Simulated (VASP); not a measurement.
Input of a VASP 6.6.1 run:

POSCAR

```
Mn3SbN
1.0
    3.9127120000      0.0000000000      0.0000000000
    0.0000000000      3.9127120000      0.0000000000
    0.0000000000      0.0000000000      3.9127120000
Mn Sb N
3 1 1
Direct
    0.0000000000      0.5000000000      0.0000000000
    0.5000000000      0.0000000000      0.0000000000
    0.0000000000      0.0000000000      0.5000000000
    0.5000000000      0.5000000000      0.5000000000
    0.0000000000      0.0000000000      0.0000000000
```

Contents of INCAR.step1:

```
ALGO = Normal
EDIFF = 1E-4
ENCUT = 520
GGA = PE
ISMEAR = 0
ISPIN = 2
LASPH = True
LCHARG = False
LDAU = True
LDAUJ = 0 0 0
LDAUL = 2 -1 -1
LDAUTYPE = 2
LDAUU = 3.5 0 0
LMAXMIX = 4
LREAL = False
LWAVE = True
MAGMOM = 4 4 4 0 0
NBANDS = 36
NELM = 150
PREC = Accurate
SIGMA = 0.1
```

Contents of INCAR.step2:

```
ALGO = Normal
EDIFF = 1E-6
ENCUT = 520
ISIF = 2
ISMEAR = 0
ISPIN = 2
ISTART = 1
LASPH = True
LCHARG = False
LDAU = True
LDAUJ = 0 0 0
LDAUL = 2 -1 -1
LDAUPRINT = 1
LDAUTYPE = 2
LDAUU = 3.5 0 0
LMAXMIX = 4
LMIXTAU = True
LORBIT = 11
LREAL = False
LWAVE = False
MAGMOM = 4 4 4 0 0
METAGGA = R2SCAN
NBANDS = 36
NELM = 150
PREC = Accurate
SIGMA = 0.1
```

File KPOINTS:

```
k-points
0
Gamma
  6 6 6
```

Potentials or basis: VASP PAW PBE potentials, release 64 (Mn_pv, Sb, N).

The run is started by

```bash
$ cat potpaw_PBE.64/Mn_pv/POTCAR potpaw_PBE.64/Sb/POTCAR potpaw_PBE.64/N/POTCAR > POTCAR
$ cp INCAR.step1 INCAR
$ mpirun -np 1 vasp_std > vasp.out
$ cp INCAR.step2 INCAR
$ mpirun -np 1 vasp_std > vasp.out
```

(1) What does it give for the pressure?

(2) Estimate the net moment.

## Answers

(1) 56.2 GPa.

(2) 12.54 μB per cell.

Caveat: the cell stands under pressure; the PAW data sets were made with another functional, which shifts forces and pressure a little.
